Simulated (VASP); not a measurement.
Write the native input for VASP 6.6.1 that does the following.

```yaml
Task: relaxation of cell and atoms
Functional: PBE
Potentials_or_basis: VASP PAW PBE potentials, release 64 (Hf_pv, B)
Cutoff: 600 eV
k_mesh: 18 × 18 × 18
Occupations: gaussian, width 0.1 eV
Spin: no spin polarisation
Dipole_correction: no
Further_INCAR_settings: ALGO = Normal; EDIFF = 1e-07; IBRION = 2; EDIFFG = -0.01; NSW = 100; ISIF = 3
```

The structure of HfB lies in POSCAR:

```
HfB
1.0
    2.2189043821      1.2810850423      1.5946705553
   -2.2189043821      1.2810850423      1.5946705553
    0.0000000000     -2.5621700847      1.5946705553
Hf B
1 1
Direct
    0.5000000000      0.5000000000      0.5000000000
    0.0000000000      0.0000000000      0.0000000000
```

The cell was built from a structure type or drawn by symmetry, and may not be a known phase.

The input as run:

INCAR

```
PREC = Accurate
ENCUT = 600
EDIFF = 1E-7
ISMEAR = 0
SIGMA = 0.1
LREAL = False
LASPH = True
NELM = 80
ALGO = Normal
ISIF = 3
LWAVE = False
LCHARG = False
GGA = PE
IBRION = 2
NSW = 100
EDIFFG = -0.01
```

KPOINTS

```
regular mesh
0
Gamma
  18 18 18
```

Potentials or basis: VASP PAW PBE potentials, release 64 (Hf_pv, B).

Command:

```bash
$ cat potpaw_PBE.64/Hf_pv/POTCAR potpaw_PBE.64/B/POTCAR > POTCAR
$ mpirun -np 1 vasp_std > vasp.out
```

Results of the run:

```json
{"Relaxed volume": "13.53 Å³/atom", "Relaxed cell": "a = 3.013 Å, b = 3.013 Å, c = 3.013 Å, α = 94.68°, β = 94.68°, γ = 94.68°", "Space group after relaxing (to 0.1 Å)": "R-3m (No. 166)", "Energy gained by relaxing": "0.2 meV/atom", "Ionic steps": "3", "Pressure after relaxing": "0.0 GPa", "Band gap on the k mesh": "zero (an odd number of electrons rules out a gap without spin polarisation)"}
```

Caveat: spin-orbit coupling is left out, which moves the levels of the heavy elements.

Run time: 72 s on 1 thread of Intel(R) Xeon(R) 6975P-C (Granite Rapids), on a shared host, peak memory 0.34 GiB.
